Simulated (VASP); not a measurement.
## Pd: single point with LDA

The system is Pd.

```
Pd
1.0
     0.00000    2.36915    2.36915
     2.36915    0.00000    2.36915
     2.36915    2.36915    0.00000
Pd
2
Direct
  0.87500 0.87500 0.87500
  0.12500 0.12500 0.12500
```

* Program: VASP 6.6.1
* Task: single point
* Functional: LDA
* Potentials or basis: VASP PAW LDA potentials, release 64 (Pd)
* Cutoff: 520 eV
* k mesh: 13 × 13 × 13
* Occupations: fermi-dirac, width 0.1 eV
* Spin: no spin polarisation
* Dipole correction: no
* Further INCAR settings: ALGO = Normal; EDIFF = 1e-06; NBANDS = 17

```
Pressure               : 166.2 GPa
Band gap on the k mesh : zero (band 10 reaches 13.18 eV, above the bottom of band 11 at 12.23 eV)
```

Levels at points of the mesh, in eV from the Fermi level:
```tsv
k point	band 8	band 9	band 10	band 11	band 12	band 13
(0.00, 0.00, 0.00)	-3.20	-3.20	-0.05	-0.05	13.93	14.30
```

Run time: 33 s on 1 thread of Intel(R) Xeon(R) Platinum 8488C (Sapphire Rapids), with other jobs on the host, peak memory 0.16 GiB.
